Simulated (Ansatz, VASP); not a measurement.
# One calculation of TiO2, two programs

The input INCAR:

```
PREC = Accurate ; ENCUT = 520
EDIFF = 1E-6 ; ISMEAR = -1
SIGMA = 0.08 ; LREAL = F
LASPH = T ; NELM = 60
ALGO = Normal ; ISIF = 2
LWAVE = F ; LCHARG = F
NBANDS = 33
```

File KPOINTS:

```
regular mesh
0
Gamma
  13 13 13
```

POSCAR

```
TiO2
1.0
   -1.8925000000      1.8925000000      4.6142900000
    1.8925000000     -1.8925000000      4.6142900000
    1.8925000000      1.8925000000     -4.6142900000
Ti O
2 4
Direct
    0.0000000000      0.0000000000      0.0000000000
    0.7500000000      0.2500000000      0.5000000000
    0.2066000000      0.2066000000      0.0000000000
    0.9566000000      0.4566000000      0.5000000000
    0.5434000000      0.0434000000      0.5000000000
    0.7934000000      0.7934000000      0.0000000000
```

Input for Ansatz:

```yaml
crystal:
  lattice:
    - [-1.8925, 1.8925, 4.61429]
    - [1.8925, -1.8925, 4.61429]
    - [1.8925, 1.8925, -4.61429]
  atoms:
    - { symbol: Ti, position: [0.0, 0.0, 0.0] }
    - { symbol: Ti, position: [0.75, 0.25, 0.5] }
    - { symbol: O, position: [0.2066, 0.2066, 0.0] }
    - { symbol: O, position: [0.9566, 0.4566, 0.5] }
    - { symbol: O, position: [0.5434, 0.0434, 0.5] }
    - { symbol: O, position: [0.7934, 0.7934, 0.0] }
kpoints:
  mp_grid: { grid: [13, 13, 13] }
  band_path:
    path:
      - [0.0, 0.0, 0.0]
      - [0.0, 0.0, 0.5]
      - [0.25, 0.25, 0.25]
      - [0.0, 0.5, 0.0]
      - [0.0, 0.0, 0.0]
      - [0.5, 0.5, -0.5]
      - [0.2920534871, 0.7079465129, -0.2920534871]
      - [-0.2920534871, 0.2920534871, 0.2920534871]
      - [0.0, 0.0, 0.0]
    npoints: 5
scf:
  occupations: { method: fermi_dirac, width: 0.08 }
hamiltonian:
  xc: lda
  pseudopotentials: { kind: all_electron, lapw: { basis_error: 0.001 } }
output:
  forces: true
  stress: true
  eigenvalues: true
```

Change from the starting cell: zz strain of -3 %.

Alike in both runs: task single point; functional LDA; k mesh 13 × 13 × 13; occupations fermi-dirac, width 0.08 eV; no spin polarisation.

```csv
,VASP,Ansatz
version,VASP 6.6.1,Ansatz 0.2.0
potentials or method,"VASP PAW LDA potentials, release 64 (Ti_sv, O), cutoff 520 eV","all-electron LAPW, scalar-relativistic"
```

```csv
,VASP,Ansatz,Ansatz less VASP
pressure (GPa),3.1,2.1,-1.06
"traceless stress, the component that is largest in VASP (GPa)",9.51,9.22,-0.286
rms of the force components (eV/Å),0.406,0.384,-0.0228
```

LDA's correlation is that of Perdew and Zunger in VASP and of Perdew and Wang (1992) in Ansatz. Atom by atom the forces differ by 0.023 eV/Å (rms over components). Ansatz ran all-electron here, and VASP with PAW potentials.
